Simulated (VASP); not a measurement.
# SrCl2 (Fm-3m) in VASP: a series of runs

SrCl2 is run at these levels: HSE06, PBE-based screened hybrid with 75 % exact exchange; tasks: single point.

Program: VASP 6.6.1. These are calculated values, not measurements. Logs are shortened: lines on timing, memory, paths and dates and some standing lists are left out, and cuts for length are marked.

## 1. The cell of the first run

Symmetry: Fm-3m, No. 225, cubic system. Conventional cell: a = 6.995 Å, b = 6.995 Å, c = 6.995 Å, α = 90.00°, β = 90.00°, γ = 90.00°. Within 4.0 Å of Sr (site symmetry m-3m) lie 8 Cl at 3.03 Å. Within 4.0 Å of Cl (site symmetry -43m) lie 4 Sr at 3.03 Å and 6 Cl at 3.50 Å.

## 2. Single point, HSE06

POSCAR

```
SrCl2
1.0
    0.0000000000      3.4976509413      3.4976509413
    3.4976509413      0.0000000000      3.4976509413
    3.4976509413      3.4976509413      0.0000000000
Sr Cl
1 2
Direct
    0.0000000000      0.0000000000      0.0000000000
    0.2500000000      0.2500000000      0.2500000000
    0.7500000000      0.7500000000      0.7500000000
```

INCAR.step1

```
PREC = Accurate
ENCUT = 520
EDIFF = 1E-5
ISMEAR = 0
SIGMA = 0.01
LREAL = False
LASPH = True
NELM = 80
ALGO = Normal
ISIF = 2
LWAVE = True
LCHARG = False
NBANDS = 19
GGA = PE
```

INCAR.step2

```
PREC = Accurate
ENCUT = 520
EDIFF = 1E-6
ISMEAR = 0
SIGMA = 0.01
LREAL = False
LASPH = True
NELM = 80
ALGO = Normal
ISIF = 2
LWAVE = False
LCHARG = False
GGA = PE
LHFCALC = True
HFSCREEN = 0.2079
PRECFOCK = Normal
NBANDS = 19
ISTART = 1
```

KPOINTS

```
regular mesh
0
Gamma
  4 4 4
```

Potentials or basis: VASP PAW PBE potentials, release 64 (Sr_sv, Cl).

On the command line:

```
$ cat potpaw_PBE.64/Sr_sv/POTCAR potpaw_PBE.64/Cl/POTCAR > POTCAR
$ cp INCAR.step1 INCAR
$ mpirun -np 1 vasp_std > vasp.out
$ cp INCAR.step2 INCAR
$ mpirun -np 1 vasp_std > vasp.out
```

OUTCAR:

```text
PREC = Accurate
   ENCUT = 520
   EDIFF = 1E-6
   ISMEAR = 0
   LREAL = False
   LASPH = True
   NELM = 80
   ISIF = 2
   GGA = PE
   LHFCALC = True
   HFSCREEN = 0.2079
   PRECFOCK = Normal
   ISTART = 1

 ion  position               nearest neighbor table
   1  0.000  0.000  0.000-   3 3.03   3 3.03   3 3.03   2 3.03   3 3.03   2 3.03   2 3.03   2 3.03

   2  0.250  0.250  0.250-   1 3.03   1 3.03   1 3.03   1 3.03
   3  0.750  0.750  0.750-   1 3.03   1 3.03   1 3.03   1 3.03

  LATTYP: Found a face centered cubic cell.
 ALAT       =     6.9953018826

  Lattice vectors:

 A1 = (   0.0000000000,   3.4976509413,   3.4976509413)
 A2 = (   3.4976509413,   0.0000000000,   3.4976509413)
 A3 = (   3.4976509413,   3.4976509413,   0.0000000000)

Analysis of symmetry for initial positions (statically):
=====================================================================
 Subroutine PRICEL returns:
 Original cell was already a primitive cell.

 Routine SETGRP: Setting up the symmetry group for a
 face centered cubic supercell.

 Subroutine GETGRP returns: Found 48 space group operations
 (whereof 48 operations were pure point group operations)
 out of a pool of 48 trial point group operations.

The static configuration has the point symmetry O_h .

Analysis of symmetry for dynamics (positions and initial velocities):
=====================================================================
 Subroutine PRICEL returns:
 Original cell was already a primitive cell.

 Routine SETGRP: Setting up the symmetry group for a
 face centered cubic supercell.

 Subroutine GETGRP returns: Found 48 space group operations
 (whereof 48 operations were pure point group operations)
 out of a pool of 48 trial point group operations.

The dynamic configuration has the point symmetry O_h .

 Subroutine INISYM returns: Found 48 space group operations
 (whereof 48 operations are pure point group operations),
 and found     1 'primitive' translations

----------------------------------------------------------------------------------------

                                     Primitive cell

  volume of cell :      85.5775

  direct lattice vectors                    reciprocal lattice vectors
     0.000000000  3.497650941  3.497650941    -0.142953087  0.142953087  0.142953087
     3.497650941  0.000000000  3.497650941     0.142953087 -0.142953087  0.142953087
     3.497650941  3.497650941  0.000000000     0.142953087  0.142953087 -0.142953087

  length of vectors
     4.946425398  4.946425398  4.946425398     0.247602010  0.247602010  0.247602010

  position of ions in fractional coordinates (direct lattice)
     0.000000000  0.000000000  0.000000000
     0.250000000  0.250000000  0.250000000
     0.750000000  0.750000000  0.750000000

  ion indices of the primitive-cell ions
   primitive index   ion index
                 1           1
                 2           2
                 3           3

----------------------------------------------------------------------------------------

 KPOINTS: regular mesh

Automatic generation of k-mesh.
 Grid dimensions read from file:
 generate k-points for:    4    4    4

 Generating k-lattice:

  Cartesian coordinates                     Fractional coordinates (reciprocal lattice)
    -0.035738272  0.035738272  0.035738272     0.250000000  0.000000000  0.000000000
     0.035738272 -0.035738272  0.035738272     0.000000000  0.250000000  0.000000000
     0.035738272  0.035738272 -0.035738272     0.000000000  0.000000000  0.250000000

  Length of vectors
     0.061900503  0.061900503  0.061900503

  Shift w.r.t. Gamma in fractional coordinates (k-lattice)
     0.000000000  0.000000000  0.000000000

 Subroutine IBZKPT returns following result:
 ===========================================

 Found      8 irreducible k-points:

 Following reciprocal coordinates:
            Coordinates               Weight
  0.000000  0.000000  0.000000      1.000000
  0.250000  0.000000  0.000000      8.000000
  0.500000  0.000000  0.000000      4.000000
  0.250000  0.250000  0.000000      6.000000
  0.500000  0.250000  0.000000     24.000000
 -0.250000  0.250000  0.000000     12.000000
  0.500000  0.500000  0.000000      3.000000
 -0.250000  0.500000  0.250000      6.000000
   k-points           NKPTS =      8   k-points in BZ     NKDIM =     64   number of bands    NBANDS=     19
   number of dos      NEDOS =    301   number of ions     NIONS =      3
   total plane-waves  NPLWV =  64000
   dimension x,y,z NGX =    40 NGY =   40 NGZ =   40
   dimension x,y,z NGXF=    80 NGYF=   80 NGZF=   80
   ions per type =               1   2
   NGX,Y,Z   is equivalent  to a cutoff of  13.44, 13.44, 13.44 a.u.
   NGXF,Y,Z  is equivalent  to a cutoff of  26.89, 26.89, 26.89 a.u.
 SYSTEM =  unknown system
   PREC   = accura    normal or accurate (medium, high low for compatibility)
   ISTART =      1    job   : 0-new  1-cont  2-samecut
   ICHARG =      0    charge: 1-file 2-atom 10-const
   ISPIN  =      1    spin polarized calculation?
   LNONCOLLINEAR =      F non collinear calculations
   LSORBIT =      F    spin-orbit coupling
   LASPH  =      T    aspherical Exc in radial PAW
   ENCUT  =  520.0 eV  38.22 Ry    6.18 a.u.   9.20  9.20  9.20*2*pi/ulx,y,z
   NELM   =     80;   NELMIN=  2; NELMDL=  0     # of ELM steps
   EDIFF  = 0.1E-05   stopping-criterion for ELM
   LREAL  =      F    real-space projection
   EDIFFG = 0.1E-04   stopping-criterion for IOM
   NSW    =      0    number of steps for IOM
   IBRION =     -1    ionic relax: 0-MD 1-quasi-New 2-CG
   NFREE  =      0    steps in history (QN), initial steepest desc. (CG)
   ISIF   =      2    stress and relaxation
   ISYM   =      3    0-nonsym 1-usesym 2-fastsym
   POTIM  = 0.5000    time-step for ionic-motion
   TEBEG  =    0.0;   TEEND  =   0.0 temperature during run
   PSTRESS=    0.0 pullay stress
   NELECT =      24.0000    total number of electrons
   NUPDOWN=      -1.0000    fix difference up-down
   EMIN   =  10.00;   EMAX   =-10.00  energy-range for DOS
   EFERMI =   0.00;   METHOD = LEGACY
   ISMEAR =     0;   SIGMA  =   0.01  broadening in eV -4-tet -1-fermi 0-gaus
   EFERMI_NEDOS =   21; number of points for ismear=-14 and -15
   IALGO  =     38    algorithm
   IMIX   =      1    mixing-type and parameters
     AMIX     =   0.40;   BMIX     =  1.00
     AMIX_MAG =   1.60;   BMIX_MAG =  1.00
  volume/ion in A,a.u.               =      28.53       192.50
  Fermi-wavevector in a.u.,A,eV,Ry     =   1.071582  2.024997 15.623409  1.148288
  Thomas-Fermi vector in A             =   2.207327
   LORBIT       =      0    0 simple, 1 ext, 2 COOP (PROOUT), +10 PAW based schemes
   GGA     = PE    functional components
   LHFCALC =     T    Hartree Fock is set to
   PRECFOCK=normal    Normal, Fast or Accurate (Low or Medium for compatibility)
   ENCUT4O =  -1.0   cutoff for four orbital integrals eV
   NKREDX  =     1    reduce k-point grid by
   NKREDY  =     1    reduce k-point grid by
   NKREDZ  =     1    reduce k-point grid by
   AEXX    =    0.2500 exact exchange contribution
   HFSCREEN=    0.2079 screening length (either q_TF or 0.3 A-1)
   HFSCREENC=   0.2079 screening length for correlation (either q_TF or 0.3 A-1)
   ENCUTFOCK=  -1.0 apply spherical cutoff to Coloumb kernel
   IVDW    =     0    specifies the selected vdW correction
   LEPSILON=     F    determine dielectric tensor
   LRPA    =     F    only Hartree local field effects (RPA)
 non-spin polarized calculation
 Gauss-broadening in eV      SIGMA  =   0.01
  energy-cutoff  :      520.00
  volume of cell :       85.58
 maximum number of plane-waves:      2332
 NGX is ok and might be reduce to    40
  NGX = 28; NGY = 28; NGZ = 28

 number of electron      24.0000002 magnetization

 Free energy of the ion-electron system (eV)
  ---------------------------------------------------
  ext. energy  EPLUGINS =         0.00000000
  ---------------------------------------------------
  free energy    TOTEN  =       -14.81299876 eV

  energy without entropy =      -14.81299876  energy(sigma->0) =      -14.81299876

 E-fermi :  -0.6571     XC(G=0):  -6.8780

 val. band max:       -0.8231776308   @ k =   0.5000   0.5000   0.0000
 cond. band min:       5.7609724414   @ k =   0.0000   0.0000   0.0000
 fundamental gap:      6.5841500722
 Fermi energy:        -0.6571208294

 k-point     1 :       0.0000    0.0000    0.0000
  band No.  band energies     occupation
      1     -35.8049      2.00000
      2     -16.5201      2.00000
      3     -16.5200      2.00000
      4     -16.5200      2.00000
      5     -15.3503      2.00000
      6     -14.4435      2.00000
[... 11 lines left out ...]
     18       9.5364      0.00000
     19      10.1554      0.00000

 k-point     2 :       0.2500    0.0000    0.0000
  band No.  band energies     occupation
      1     -35.8031      2.00000
      2     -16.7475      2.00000
      3     -16.5283      2.00000
      4     -16.5283      2.00000
      5     -15.0147      2.00000
      6     -14.5376      2.00000
[... 11 lines left out ...]
     18       9.3474      0.00000
     19      10.3048      0.00000

 k-point     3 :       0.5000    0.0000    0.0000
  band No.  band energies     occupation
      1     -35.8014      2.00000
      2     -16.8982      2.00000
      3     -16.5366      2.00000
      4     -16.5366      2.00000
      5     -14.9246      2.00000
      6     -14.4498      2.00000
[... 11 lines left out ...]
     18       9.3923      0.00000
     19       9.3923      0.00000

 k-point     4 :       0.2500    0.2500    0.0000
  band No.  band energies     occupation
      1     -35.8026      2.00000
      2     -16.7997      2.00000
      3     -16.5397      2.00000
      4     -16.5397      2.00000
      5     -14.8619      2.00000
      6     -14.6104      2.00000
[... 11 lines left out ...]
     18       9.2338      0.00000
     19       9.6989      0.00000

 k-point     5 :       0.5000    0.2500    0.0000
  band No.  band energies     occupation
      1     -35.8008      2.00000
      2     -16.8741      2.00000
      3     -16.6427      2.00000
      4     -16.5479      2.00000
      5     -14.7205      2.00000
      6     -14.5457      2.00000
[... 11 lines left out ...]
     18       9.5586      0.00000
     19      10.3289      0.00000

 k-point     6 :      -0.2500    0.2500    0.0000
  band No.  band energies     occupation
      1     -35.8014      2.00000
      2     -16.8055      2.00000
      3     -16.6682      2.00000
      4     -16.5367      2.00000
      5     -14.7323      2.00000
      6     -14.5984      2.00000
[... 11 lines left out ...]
     18       9.3098      0.00000
     19      10.5553      0.00000

 k-point     7 :       0.5000    0.5000    0.0000
  band No.  band energies     occupation
      1     -35.8002      2.00000
      2     -16.9819      2.00000
      3     -16.5592      2.00000
      4     -16.5592      2.00000
      5     -14.7662      2.00000
      6     -14.4507      2.00000
[... 11 lines left out ...]
     18       9.1816      0.00000
     19      10.6040      0.00000

 k-point     8 :      -0.2500    0.5000    0.2500
  band No.  band energies     occupation
      1     -35.8002      2.00000
      2     -16.7890      2.00000
      3     -16.7890      2.00000
      4     -16.5596      2.00000
      5     -14.5901      2.00000
      6     -14.5901      2.00000
[... 11 lines left out ...]
     18      10.1833      0.00000
     19      11.2733      0.00000

------------------------ aborting loop because EDIFF is reached ----------------------------------------

  FORCE on cell =-STRESS in cart. coord.  units (eV):
  Direction    XX          YY          ZZ          XY          YZ          ZX
  --------------------------------------------------------------------------------------
  -------------------------------------------------------------------------------------
  Total        0.1362962      0.1362962      0.1362962     -0.0000000     -0.0000000     -0.0000000
  in kB        2.5517313      2.5517313      2.5517313     -0.0000000     -0.0000000     -0.0000000
  external PRESSURE =       2.5517313 kB  Pullay stress =       0.0000000 kB

 VOLUME and BASIS-vectors are now :
 -----------------------------------------------------------------------------
  energy-cutoff  :      520.00
  volume of cell :       85.58
      direct lattice vectors                 reciprocal lattice vectors
     0.000000000  3.497650941  3.497650941    -0.142953087  0.142953087  0.142953087
     3.497650941  0.000000000  3.497650941     0.142953087 -0.142953087  0.142953087
     3.497650941  3.497650941  0.000000000     0.142953087  0.142953087 -0.142953087

 POSITION                                       TOTAL-FORCE (eV/Angst)
 -----------------------------------------------------------------------------------
      0.00000      0.00000      0.00000         0.000000     -0.000000      0.000000
      1.74883      1.74883      1.74883         0.000000      0.000000      0.000000
      5.24648      5.24648      5.24648        -0.000000     -0.000000     -0.000000
 -----------------------------------------------------------------------------------
    total drift:                                0.000000     -0.000000     -0.000000

  FREE ENERGIE OF THE ION-ELECTRON SYSTEM (eV)
  ---------------------------------------------------
  free  energy   TOTEN  =       -14.8129987593 eV

  energy  without entropy=      -14.8129987593  energy(sigma->0) =      -14.81299876
```

Run time: 15 min. Hardware: 1 thread of Intel Xeon Platinum 8259CL at 2.50GHz (Skylake/Cascade Lake), shared host; peak memory 0.35 GiB.

What came out:

```
Free energy            : -14.8130 eV
Pressure               : 0.3 GPa
Band gap on the k mesh : 6.58 eV (least direct gap 6.82 eV)
```

Caveat: the PAW data sets were made with another functional, which shifts forces and pressure a little.

## 3. Single point, PBE-based screened hybrid with 75 % exact exchange

POSCAR is that of step 2.

INCAR.step1

```
ALGO     = Normal         # electronic algorithm
EDIFF    = 1E-5           # SCF threshold, eV
ENCUT    = 520            # plane-wave cutoff, eV
GGA      = PE             # functional
ISIF     = 2              # what is computed and relaxed
ISMEAR   = 0              # smearing method
LASPH    = True           # aspherical terms in the spheres
LCHARG   = False          # write CHGCAR
LREAL    = False          # projectors in reciprocal space
LWAVE    = True           # write WAVECAR
NBANDS   = 19             # bands
NELM     = 60             # most SCF steps
PREC     = Accurate       # precision mode
SIGMA    = 0.01           # smearing width, eV
```

INCAR.step2

```
AEXX     = 0.75           # exact-exchange fraction
ALGO     = Normal         # electronic algorithm
EDIFF    = 1E-7           # SCF threshold, eV
ENCUT    = 520            # plane-wave cutoff, eV
GGA      = PE             # functional
HFSCREEN = 0.1            # screening, 1/A
ISIF     = 2              # what is computed and relaxed
ISMEAR   = 0              # smearing method
ISTART   = 1            
LASPH    = True           # aspherical terms in the spheres
LCHARG   = False          # write CHGCAR
LHFCALC  = True           # exact exchange
LREAL    = False          # projectors in reciprocal space
LWAVE    = False          # write WAVECAR
NBANDS   = 19             # bands
NELM     = 60             # most SCF steps
PREC     = Accurate       # precision mode
PRECFOCK = Normal       
SIGMA    = 0.01           # smearing width, eV
```

KPOINTS

```
k-points
0
Gamma
  4 4 4
```

Potentials or basis: VASP PAW PBE potentials, release 64 (Sr_sv, Cl).

On the command line:

```
$ cat potpaw_PBE.64/Sr_sv/POTCAR potpaw_PBE.64/Cl/POTCAR > POTCAR
$ cp INCAR.step1 INCAR
$ mpirun -np 1 vasp_std > vasp.out
$ cp INCAR.step2 INCAR
$ mpirun -np 1 vasp_std > vasp.out
```

Run time: 23 min. Hardware: 1 thread of Intel Xeon Platinum 8259CL at 2.50GHz (Skylake/Cascade Lake), shared host; peak memory 0.35 GiB.

Results (log left out):

- Free energy: -20.1666 eV
- Pressure: -0.9 GPa
- Band gap on the k mesh: 10.33 eV (least direct gap 10.62 eV)

Levels at points of the mesh, in eV from the valence-band top:
| k point | band 9 | band 10 | band 11 | band 12 | band 13 | band 14 | band 15 | band 16 |
| --- | --- | --- | --- | --- | --- | --- | --- | --- |
| (0.00, 0.00, 0.00) | -2.56 | -0.42 | -0.42 | -0.42 | 10.33 | 11.59 | 11.59 | 14.24 |
| (0.50, 0.00, 0.00) | -1.76 | -1.57 | -1.30 | -1.30 | 12.37 | 12.37 | 12.74 | 13.47 |
| (0.50, 0.50, 0.00) | -2.33 | -0.45 | -0.45 | 0.00 | 10.62 | 12.81 | 13.61 | 13.96 |

Caveat: the PAW data sets were made with another functional, which shifts forces and pressure a little. A k mesh can miss the band edges.
